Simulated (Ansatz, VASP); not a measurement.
## MgO2: VASP beside Ansatz

The input POSCAR:

```
MgO2
1.0
    1.5806896008      0.9126115665      3.5987982411
   -1.5806896008      0.9126115665      3.5987982411
    0.0000000000     -1.8252231330      3.5987982411
Mg O
1 2
Direct
    0.0000000000      0.0000000000      0.0000000000
    0.4287860000      0.4287860000      0.4287860000
    0.5712140000      0.5712140000      0.5712140000
```

File INCAR.step1:

```
ALGO     = Normal         # electronic algorithm
EDIFF    = 1E-4           # SCF threshold, eV
ENCUT    = 520            # plane-wave cutoff, eV
GGA      = PE             # functional
ISMEAR   = 0              # smearing method
LASPH    = True           # aspherical terms in the spheres
LCHARG   = False          # write CHGCAR
LREAL    = False          # projectors in reciprocal space
LWAVE    = True           # write WAVECAR
NBANDS   = 14             # bands
NELM     = 100            # most SCF steps
PREC     = Accurate       # precision mode
SIGMA    = 0.05           # smearing width, eV
```

INCAR.step2

```
ALGO     = Normal         # electronic algorithm
EDIFF    = 1E-6           # SCF threshold, eV
ENCUT    = 520            # plane-wave cutoff, eV
ISIF     = 2              # what is computed and relaxed
ISMEAR   = 0              # smearing method
ISTART   = 1            
LASPH    = True           # aspherical terms in the spheres
LCHARG   = False          # write CHGCAR
LMIXTAU  = True         
LREAL    = False          # projectors in reciprocal space
LWAVE    = False          # write WAVECAR
METAGGA  = R2SCAN         # meta-GGA
NBANDS   = 14             # bands
NELM     = 100            # most SCF steps
PREC     = Accurate       # precision mode
SIGMA    = 0.05           # smearing width, eV
```

KPOINTS

```
k-points
0
Gamma
  12 12 12
```

Input for Ansatz:

```yaml
crystal:
  lattice:
    - [1.5806896008, 0.9126115665, 3.5987982411]
    - [-1.5806896008, 0.9126115665, 3.5987982411]
    - [0.0, -1.825223133, 3.5987982411]
  atoms:
    - { symbol: Mg, position: [0.0, 0.0, 0.0] }
    - { symbol: O, position: [0.428786, 0.428786, 0.428786] }
    - { symbol: O, position: [0.571214, 0.571214, 0.571214] }
basis:
  ecutwfc: 500
kpoints:
  mp_grid: { grid: [12, 12, 12] }
hamiltonian:
  xc: r2scan
scf:
  occupations: { method: gaussian, width: 0.05 }
output:
  forces: true
  stress: true
  eigenvalues: true
```

Change from the starting cell: strain -0.015 along x and y, +0.030 along z, atoms carried along.

Alike in both runs: task single point; functional r2SCAN; k mesh 12 × 12 × 12; occupations gaussian, width 0.05 eV; no spin polarisation.

```csv
,VASP,Ansatz
version,VASP 6.6.1,Ansatz 0.2.0
potentials or method,"VASP PAW PBE potentials, release 64 (Mg, O), cutoff 520 eV","scalar-relativistic, plane waves, PAW"
valence electrons in the cell,14,22
```

```tsv
	VASP	Ansatz	Ansatz less VASP
gap on the k mesh at the Fermi level (eV)	2.26	2.29	+0.026
least direct gap on the mesh (eV)	2.26	2.29	+0.026
pressure (GPa)	-7.9	-7.4	+0.49
traceless stress, the component that is largest in VASP (GPa)	-11.77	-12.87	-1.097
rms of the force components (eV/Å)	0.389	0.485	+0.0965
```

VASP's potentials were made for PBE, not for r2SCAN. Atom by atom the forces differ by 0.096 eV/Å (rms over components). VASP's potentials hold 14 valence electrons a cell and Ansatz's 22, so a difference there can come from the potentials and not from the codes.
